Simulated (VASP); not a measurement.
# BiAs (zincblende type) (F-43m) in VASP: electric field gradients with PBE

Aim: the electric field gradients of BiAs (zincblende type) with PBE.

All numbers are computed with VASP 6.6.1; they aren't measurements. Logs are shortened: lines on timing, memory, paths and dates and some standing lists are left out, and cuts for length are marked.

### 1 The cell of the first run

The structure is cubic, space group F-43m (No. 216). The conventional cell has a = 6.706 Å, b = 6.706 Å, c = 6.706 Å, α = 90.00°, β = 90.00°, γ = 90.00°. Bi (site symmetry -43m) has 4 As at 2.90 Å within 3.8 Å. As (site symmetry -43m) has 4 Bi at 2.90 Å within 3.8 Å.

### 2 Electric field gradients, PBE, non-collinear spin, zero start, spin-orbit coupling

Contents of INCAR:

```
SYSTEM = BiAs
PREC = Accurate ; ENCUT = 520
EDIFF = 1E-8 ; ISMEAR = -1
SIGMA = 0.03 ; LREAL = .FALSE.
LASPH = .TRUE. ; NELM = 150
ALGO = Normal ; ISIF = 2
LWAVE = .FALSE. ; LCHARG = .FALSE.
MAGMOM = 0 0 0 0 0 0 ; LORBIT = 11
LSORBIT = .TRUE. ; GGA_COMPAT = .FALSE.
LORBMOM = .TRUE. ; GGA = PE
LEFG = .TRUE. ; NBANDS = 32
```

Contents of KPOINTS:

```
Automatic mesh
0
G
  10 10 10
  0 0 0
```

Contents of POSCAR:

```
BiAs
1.0
    0.0000000000      3.3528526290      3.3528526290
    3.3528526290      0.0000000000      3.3528526290
    3.3528526290      3.3528526290      0.0000000000
Bi As
1 1
Direct
    0.0000000000      0.0000000000      0.0000000000
    0.2500000000      0.2500000000      0.2500000000
```

Potentials or basis: VASP PAW PBE potentials, release 64 (Bi_d, As).

On the command line:

```console
> cat potpaw_PBE.64/Bi_d/POTCAR potpaw_PBE.64/As/POTCAR > POTCAR
> mpirun -np 1 vasp_ncl > vasp.out
```

OUTCAR:

```text
SYSTEM = BiAs
   PREC = Accurate
   ENCUT = 520
   EDIFF = 1E-8
   ISMEAR = -1
   LREAL = .FALSE.
   LASPH = .TRUE.
   NELM = 150
   ISIF = 2
   LORBIT = 11
   LSORBIT = .TRUE.
   GGA = PE

 ion  position               nearest neighbor table
   1  0.000  0.000  0.000-   2 2.90   2 2.90   2 2.90   2 2.90
   2  0.250  0.250  0.250-   1 2.90   1 2.90   1 2.90   1 2.90

  LATTYP: Found a face centered cubic cell.
 ALAT       =     6.7057052580

  Lattice vectors:

 A1 = (   0.0000000000,   3.3528526290,   3.3528526290)
 A2 = (   3.3528526290,   0.0000000000,   3.3528526290)
 A3 = (   3.3528526290,   3.3528526290,   0.0000000000)

Analysis of symmetry for initial positions (statically):
=====================================================================
 Subroutine PRICEL returns:
 Original cell was already a primitive cell.

 Routine SETGRP: Setting up the symmetry group for a
 face centered cubic supercell.

 Subroutine GETGRP returns: Found 24 space group operations
 (whereof 24 operations were pure point group operations)
 out of a pool of 48 trial point group operations.

The static configuration has the point symmetry T_d .

Analysis of symmetry for dynamics (positions and initial velocities):
=====================================================================
 Subroutine PRICEL returns:
 Original cell was already a primitive cell.

 Routine SETGRP: Setting up the symmetry group for a
 face centered cubic supercell.

 Subroutine GETGRP returns: Found 24 space group operations
 (whereof 24 operations were pure point group operations)
 out of a pool of 48 trial point group operations.

The dynamic configuration has the point symmetry T_d .

Analysis of structural, dynamic, and magnetic symmetry:
=====================================================================
 Subroutine PRICEL returns:
 Original cell was already a primitive cell.

 Routine SETGRP: Setting up the symmetry group for a
 face centered cubic supercell.

 Subroutine GETGRP returns: Found 24 space group operations
 (whereof 24 operations were pure point group operations)
 out of a pool of 48 trial point group operations.

The overall configuration has the point symmetry T_d .

 Subroutine INISYM returns: Found 24 space group operations
 (whereof 24 operations are pure point group operations),
 and found     1 'primitive' translations

----------------------------------------------------------------------------------------
[... 1048 lines left out ...]
----------------------------------------------------------------------
 ion       Cq(MHz)       eta       Q (mb)
----------------------------------------------------------------------
   1       0.000       0.000       1.000
   2       0.000       0.000       1.000
----------------------------------------------------------------------

 orbital moment (x)

 # of ion     p       d       tot
 ----------------------------------------
  1         0.000  -0.000  -0.000
  2        -0.000   0.000  -0.000
 ----------------------------------------
           -0.000   0.000  -0.000

 orbital moment (y)

 # of ion     p       d       tot
 ----------------------------------------
  1        -0.000  -0.000  -0.000
  2        -0.000  -0.000  -0.000
 ----------------------------------------
           -0.000  -0.000  -0.000

 orbital moment (z)

 # of ion     p       d       tot
 ----------------------------------------
  1        -0.000   0.000  -0.000
  2         0.000   0.000   0.000
 ----------------------------------------
           -0.000   0.000  -0.000

 Spin-Orbit-Coupling matrix elements

 Ion:    1  E_soc:     -1.5820005
 l=   1
     0.0000000    -0.1980398    -0.1980398
    -0.1980398     0.0000000    -0.1980398
    -0.1980398    -0.1980398     0.0000000
 l=   2
     0.0000000    -0.0132282     0.0000000    -0.0132282    -0.0523988
    -0.0132282     0.0000000    -0.0392991    -0.0132282    -0.0130997
     0.0000000    -0.0392991     0.0000000    -0.0392991     0.0000000
    -0.0132282    -0.0132282    -0.0392991     0.0000000    -0.0130997
    -0.0523988    -0.0130997     0.0000000    -0.0130997     0.0000000
 l=   3
     0.0000000     0.0000000     0.0000000     0.0000000     0.0000000     0.0000000     0.0000000
     0.0000000     0.0000000     0.0000000     0.0000000     0.0000000     0.0000000     0.0000000
     0.0000000     0.0000000     0.0000000     0.0000000     0.0000000     0.0000000     0.0000000
     0.0000000     0.0000000     0.0000000     0.0000000     0.0000000     0.0000000     0.0000000
     0.0000000     0.0000000     0.0000000     0.0000000     0.0000000     0.0000000     0.0000000
     0.0000000     0.0000000     0.0000000     0.0000000     0.0000000     0.0000000     0.0000000
     0.0000000     0.0000000     0.0000000     0.0000000     0.0000000     0.0000000     0.0000000

 Ion:    2  E_soc:     -0.0477168
 l=   1
     0.0000000    -0.0079800    -0.0079800
    -0.0079800     0.0000000    -0.0079800
    -0.0079800    -0.0079800     0.0000000
 l=   2
     0.0000000     0.0000133     0.0000000     0.0000133     0.0000138
     0.0000133     0.0000000     0.0000104     0.0000133     0.0000035
     0.0000000     0.0000104     0.0000000     0.0000104     0.0000000
     0.0000133     0.0000133     0.0000104     0.0000000     0.0000035
     0.0000138     0.0000035     0.0000000     0.0000035     0.0000000
 l=   3
     0.0000000     0.0000000     0.0000000     0.0000000     0.0000000     0.0000000     0.0000000
     0.0000000     0.0000000     0.0000000     0.0000000     0.0000000     0.0000000     0.0000000
     0.0000000     0.0000000     0.0000000     0.0000000     0.0000000     0.0000000     0.0000000
     0.0000000     0.0000000     0.0000000     0.0000000     0.0000000     0.0000000     0.0000000
     0.0000000     0.0000000     0.0000000     0.0000000     0.0000000     0.0000000     0.0000000
     0.0000000     0.0000000     0.0000000     0.0000000     0.0000000     0.0000000     0.0000000
     0.0000000     0.0000000     0.0000000     0.0000000     0.0000000     0.0000000     0.0000000

 total charge

# of ion       s       p       d       tot
------------------------------------------
    1        1.563   1.256   9.922  12.742
    2        1.305   1.364   0.018   2.688
--------------------------------------------------
tot          2.868   2.620   9.941  15.429

 magnetization (x)

# of ion       s       p       d       tot
------------------------------------------
    1       -0.000  -0.000  -0.000  -0.000
    2        0.000   0.000   0.000   0.000
--------------------------------------------------
tot         -0.000  -0.000  -0.000  -0.000

 magnetization (y)

# of ion       s       p       d       tot
------------------------------------------
    1        0.000  -0.000  -0.000  -0.000
    2       -0.000  -0.000   0.000  -0.000
--------------------------------------------------
tot         -0.000  -0.000  -0.000  -0.000

 magnetization (z)

# of ion       s       p       d       tot
------------------------------------------
    1       -0.000  -0.000  -0.000  -0.000
    2        0.000   0.000   0.000   0.000
--------------------------------------------------
tot          0.000   0.000  -0.000   0.000
```

Wall time 7.5 min (1 thread of Intel Xeon Platinum 8259CL at 2.50GHz (Skylake/Cascade Lake), shared host); peak memory 0.55 GiB.

Results:

```yaml
Free_energy: -8.9210 eV
Pressure: 0.5 GPa
Net_moment: 0.00 μB per cell
Valence_electrons_inside_the_program's_atomic_spheres: Bi 12.74; As 2.69
```

Moments on the atoms (μB; x, y, z):
```
Bi  0.00 0.00 0.00
As  0.00 0.00 0.00
```

Caveat: without QUAD_EFG the Cq values of the log hold for a quadrupole moment of 1 mb, not for the nuclei.
